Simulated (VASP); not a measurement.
# SnTe (zincblende type) (F-43m) in VASP: notebook

SnTe (zincblende type) is run at these levels: PBE; tasks: electric field gradients, density of states.

All numbers are computed with VASP 6.6.1; they aren't measurements. Logs are shortened: lines on timing, memory, paths and dates and some standing lists are left out, and cuts for length are marked.

## (1) The cell of the first run

Symmetry: F-43m, No. 216, cubic system. The conventional cell has a = 7.355 Å, b = 7.355 Å, c = 7.355 Å, α = 90.00°, β = 90.00°, γ = 90.00°. Within 4.2 Å of Sn (site symmetry -43m) lie 4 Te at 3.18 Å. Within 4.2 Å of Te (site symmetry -43m) lie 4 Sn at 3.18 Å.

## (2) Electric field gradients, PBE (volume scaled by 1.06)

INCAR reads:

```
SYSTEM = SnTe
ALGO = Normal ; EDIFF = 1E-8
ENCUT = 520 ; GGA = PE
ISIF = 2 ; ISMEAR = -1
LASPH = .TRUE. ; LCHARG = .FALSE.
LEFG = .TRUE. ; LREAL = .FALSE.
LWAVE = .FALSE. ; NBANDS = 17
NELM = 60 ; PREC = Accurate
SIGMA = 0.05
```

KPOINTS reads:

```
k-points
0
G
  9 9 9
  0 0 0
```

POSCAR reads:

```
SnTe
1.0
    0.0000000000      3.6774787662      3.6774787662
    3.6774787662      0.0000000000      3.6774787662
    3.6774787662      3.6774787662      0.0000000000
Sn Te
1 1
Direct
    0.0000000000      0.0000000000      0.0000000000
    0.2500000000      0.2500000000      0.2500000000
```

Potentials or basis: VASP PAW PBE potentials, release 64 (Sn_d, Te).

Command:

```console
$ cat potpaw_PBE.64/Sn_d/POTCAR potpaw_PBE.64/Te/POTCAR > POTCAR
$ mpirun -np 1 vasp_std > vasp.out
```

OUTCAR:

```text
SYSTEM = SnTe
   EDIFF = 1E-8
   ENCUT = 520
   GGA = PE
   ISIF = 2
   ISMEAR = -1
   LASPH = .TRUE.
   LREAL = .FALSE.
   NELM = 60
   PREC = Accurate

 ion  position               nearest neighbor table
   1  0.000  0.000  0.000-   2 3.18   2 3.18   2 3.18   2 3.18
   2  0.250  0.250  0.250-   1 3.18   1 3.18   1 3.18   1 3.18

  LATTYP: Found a face centered cubic cell.
 ALAT       =     7.3549575324

  Lattice vectors:

 A1 = (   0.0000000000,   3.6774787662,   3.6774787662)
 A2 = (   3.6774787662,   0.0000000000,   3.6774787662)
 A3 = (   3.6774787662,   3.6774787662,   0.0000000000)

Analysis of symmetry for initial positions (statically):
=====================================================================
 Subroutine PRICEL returns:
 Original cell was already a primitive cell.

 Routine SETGRP: Setting up the symmetry group for a
 face centered cubic supercell.

 Subroutine GETGRP returns: Found 24 space group operations
 (whereof 24 operations were pure point group operations)
 out of a pool of 48 trial point group operations.

The static configuration has the point symmetry T_d .

Analysis of symmetry for dynamics (positions and initial velocities):
=====================================================================
 Subroutine PRICEL returns:
 Original cell was already a primitive cell.

 Routine SETGRP: Setting up the symmetry group for a
 face centered cubic supercell.

 Subroutine GETGRP returns: Found 24 space group operations
 (whereof 24 operations were pure point group operations)
 out of a pool of 48 trial point group operations.

The dynamic configuration has the point symmetry T_d .

 Subroutine INISYM returns: Found 24 space group operations
 (whereof 24 operations are pure point group operations),
 and found     1 'primitive' translations

----------------------------------------------------------------------------------------

                                     Primitive cell

  volume of cell :      99.4673

  direct lattice vectors                    reciprocal lattice vectors
     0.000000000  3.677478766  3.677478766    -0.135962716  0.135962716  0.135962716
     3.677478766  0.000000000  3.677478766     0.135962716 -0.135962716  0.135962716
     3.677478766  3.677478766  0.000000000     0.135962716  0.135962716 -0.135962716

  length of vectors
     5.200740346  5.200740346  5.200740346     0.235494332  0.235494332  0.235494332

  position of ions in fractional coordinates (direct lattice)
     0.000000000  0.000000000  0.000000000
     0.250000000  0.250000000  0.250000000

  ion indices of the primitive-cell ions
   primitive index   ion index
                 1           1
                 2           2

----------------------------------------------------------------------------------------

 KPOINTS: k-points

Automatic generation of k-mesh.
 Grid dimensions read from file:
 generate k-points for:    9    9    9

 Generating k-lattice:

  Cartesian coordinates                     Fractional coordinates (reciprocal lattice)
    -0.015106968  0.015106968  0.015106968     0.111111111  0.000000000  0.000000000
     0.015106968 -0.015106968  0.015106968     0.000000000  0.111111111  0.000000000
     0.015106968  0.015106968 -0.015106968     0.000000000  0.000000000  0.111111111

  Length of vectors
     0.026166037  0.026166037  0.026166037

  Shift w.r.t. Gamma in fractional coordinates (k-lattice)
     0.000000000  0.000000000  0.000000000

 Subroutine IBZKPT returns following result:
 ===========================================

 Found     35 irreducible k-points:

 Following reciprocal coordinates:
            Coordinates               Weight
  0.000000  0.000000  0.000000      1.000000
  0.111111  0.000000  0.000000      8.000000
  0.222222  0.000000  0.000000      8.000000
  0.333333  0.000000  0.000000      8.000000
  0.444444  0.000000  0.000000      8.000000
  0.111111  0.111111  0.000000      6.000000
[... 16 lines left out ...]
 -0.333333  0.333333  0.000000     12.000000
  0.444444  0.444444  0.000000      6.000000
 [... further k-points ...]
   k-points           NKPTS =     35   k-points in BZ     NKDIM =     35   number of bands    NBANDS=     17
   number of dos      NEDOS =    301   number of ions     NIONS =      2
   total plane-waves  NPLWV =  64000
   dimension x,y,z NGX =    40 NGY =   40 NGZ =   40
   dimension x,y,z NGXF=    80 NGYF=   80 NGZF=   80
   ions per type =               1   1
   NGX,Y,Z   is equivalent  to a cutoff of  12.79, 12.79, 12.79 a.u.
   NGXF,Y,Z  is equivalent  to a cutoff of  25.57, 25.57, 25.57 a.u.
 SYSTEM =  SnTe
   PREC   = accura    normal or accurate (medium, high low for compatibility)
   ISTART =      0    job   : 0-new  1-cont  2-samecut
   ICHARG =      2    charge: 1-file 2-atom 10-const
   ISPIN  =      1    spin polarized calculation?
   LNONCOLLINEAR =      F non collinear calculations
   LSORBIT =      F    spin-orbit coupling
   LASPH  =      T    aspherical Exc in radial PAW
   ENCUT  =  520.0 eV  38.22 Ry    6.18 a.u.   9.67  9.67  9.67*2*pi/ulx,y,z
   NELM   =     60;   NELMIN=  2; NELMDL= -5     # of ELM steps
   EDIFF  = 0.1E-07   stopping-criterion for ELM
   LREAL  =      F    real-space projection
   EDIFFG = 0.1E-06   stopping-criterion for IOM
   NSW    =      0    number of steps for IOM
   IBRION =     -1    ionic relax: 0-MD 1-quasi-New 2-CG
   NFREE  =      0    steps in history (QN), initial steepest desc. (CG)
   ISIF   =      2    stress and relaxation
   ISYM   =      2    0-nonsym 1-usesym 2-fastsym
   POTIM  = 0.5000    time-step for ionic-motion
   TEBEG  =    0.0;   TEEND  =   0.0 temperature during run
   PSTRESS=    0.0 pullay stress
   NELECT =      20.0000    total number of electrons
   NUPDOWN=      -1.0000    fix difference up-down
   EMIN   =  10.00;   EMAX   =-10.00  energy-range for DOS
   EFERMI =   0.00;   METHOD = LEGACY
   ISMEAR =    -1;   SIGMA  =   0.05  broadening in eV -4-tet -1-fermi 0-gaus
   EFERMI_NEDOS =   21; number of points for ismear=-14 and -15
   IALGO  =     38    algorithm
   IMIX   =      4    mixing-type and parameters
     AMIX     =   0.40;   BMIX     =  1.00
     AMIX_MAG =   1.60;   BMIX_MAG =  1.00
  volume/ion in A,a.u.               =      49.73       335.62
  Fermi-wavevector in a.u.,A,eV,Ry     =   0.959087  1.812412 12.515289  0.919848
  Thomas-Fermi vector in A             =   2.088252
   LORBIT       =      0    0 simple, 1 ext, 2 COOP (PROOUT), +10 PAW based schemes
   GGA     = PE    functional components
   LHFCALC =     F    Hartree Fock is set to
   AEXX    =    0.0000 exact exchange contribution
   IVDW    =     0    specifies the selected vdW correction
   LEPSILON=     F    determine dielectric tensor
   LRPA    =     F    only Hartree local field effects (RPA)
 non-spin polarized calculation
  energy-cutoff  :      520.00
  volume of cell :       99.47
 maximum number of plane-waves:      2733
   NGX = 19   NGY = 19   NGZ = 19

 number of electron      19.9999998 magnetization

 Free energy of the ion-electron system (eV)
  ---------------------------------------------------
  ext. energy  EPLUGINS =         0.00000000
  ---------------------------------------------------
  free energy    TOTEN  =        -7.04298058 eV

  energy without entropy =       -7.04240287  energy(sigma->0) =       -7.04269173

 E-fermi :   2.7948     XC(G=0):  -7.2279

 val. band max:        2.5915068486   @ k =  -0.3333   0.4444   0.2222
 cond. band min:       2.9385660576   @ k =   0.4444   0.4444   0.0000
 fundamental gap:      0.3470592089
 Fermi energy:         2.7947638552

 k-point     1 :       0.0000    0.0000    0.0000
  band No.  band energies     occupation
      1     -19.0943      2.00000
      2     -19.0943      2.00000
      3     -19.0943      2.00000
      4     -19.0886      2.00000
      5     -19.0886      2.00000
      6      -8.5355      2.00000
[... 9 lines left out ...]
     16       9.1608      0.00000
     17      10.3312      0.00000

 k-point     2 :       0.1111    0.0000    0.0000
  band No.  band energies     occupation
      1     -19.0944      2.00000
      2     -19.0941      2.00000
      3     -19.0941      2.00000
      4     -19.0885      2.00000
      5     -19.0885      2.00000
      6      -8.4886      2.00000
[... 9 lines left out ...]
     16       8.8557      0.00000
     17      10.0542      0.00000
[... 421 lines left out ...]
 k-point    24 :       0.4444    0.4444    0.0000
  band No.  band energies     occupation
      1     -19.0966      2.00000
      2     -19.0923      2.00000
      3     -19.0923      2.00000
      4     -19.0891      2.00000
      5     -19.0880      2.00000
      6      -7.8973      2.00000
[... 9 lines left out ...]
     16      10.9242      0.00000
     17      10.9779      0.00000

 [... further k-points ...]
[... 5 lines left out ...]
  --------------------------------------------------------------------------------------
  -------------------------------------------------------------------------------------
  Total       -0.7818994     -0.7818994     -0.7818994      0.0000000      0.0000000      0.0000000
  in kB      -12.5945002    -12.5945002    -12.5945002      0.0000000      0.0000000      0.0000000
  external PRESSURE =     -12.5945002 kB  Pullay stress =       0.0000000 kB

 VOLUME and BASIS-vectors are now :
 -----------------------------------------------------------------------------
  energy-cutoff  :      520.00
  volume of cell :       99.47
      direct lattice vectors                 reciprocal lattice vectors
     0.000000000  3.677478766  3.677478766    -0.135962716  0.135962716  0.135962716
     3.677478766  0.000000000  3.677478766     0.135962716 -0.135962716  0.135962716
     3.677478766  3.677478766  0.000000000     0.135962716  0.135962716 -0.135962716

 POSITION                                       TOTAL-FORCE (eV/Angst)
 -----------------------------------------------------------------------------------
      0.00000      0.00000      0.00000         0.000000      0.000000      0.000000
      1.83874      1.83874      1.83874        -0.000000     -0.000000     -0.000000
 -----------------------------------------------------------------------------------
    total drift:                               -0.000000     -0.000000     -0.000000

  FREE ENERGIE OF THE ION-ELECTRON SYSTEM (eV)
  ---------------------------------------------------
  free  energy   TOTEN  =        -7.0429805794 eV

  energy  without entropy=       -7.0424028714  energy(sigma->0) =       -7.04269173

 Electric field gradients (V/A^2)
---------------------------------------------------------------------
 ion       V_xx      V_yy      V_zz      V_xy      V_xz      V_yz
---------------------------------------------------------------------
   1      -0.000     0.000    -0.000     0.002     0.002     0.002
   2      -0.000    -0.000    -0.000    -0.000    -0.000    -0.000
---------------------------------------------------------------------

 Electric field gradients after diagonalization (V/A^2)
 (convention: |V_zz| > |V_xx| > |V_yy|)
----------------------------------------------------------------------
 ion       V_xx      V_yy      V_zz     asymmetry (V_yy - V_xx)/ V_zz
----------------------------------------------------------------------
   1      -0.002    -0.002     0.004       0.000
   2       0.000     0.000    -0.000       0.000
----------------------------------------------------------------------

           NMR quadrupolar parameters

 Cq : quadrupolar parameter    Cq=e*Q*V_zz/h
 eta: asymmetry parameters     (V_yy - V_xx)/ V_zz
 Q  : nuclear electric quadrupole moment in mb (millibarn)
----------------------------------------------------------------------
 ion       Cq(MHz)       eta       Q (mb)
----------------------------------------------------------------------
   1       0.000       0.000       1.000
   2      -0.000       0.000       1.000
----------------------------------------------------------------------
```

It took 48 s on 1 thread of AMD EPYC 9R45 (Zen 5), shared host; peak memory 0.23 GiB.

What came out:

```yaml
Free_energy: -7.0430 eV
Pressure: -1.3 GPa
Band_gap_on_the_k_mesh: 0.35 eV, indirect (least direct gap 0.87 eV)
```

Caveat: without QUAD_EFG the Cq values of the log hold for a quadrupole moment of 1 mb, not for the nuclei; spin-orbit coupling is left out, which moves the levels of the heavy elements.

[end of part 1 of 2]
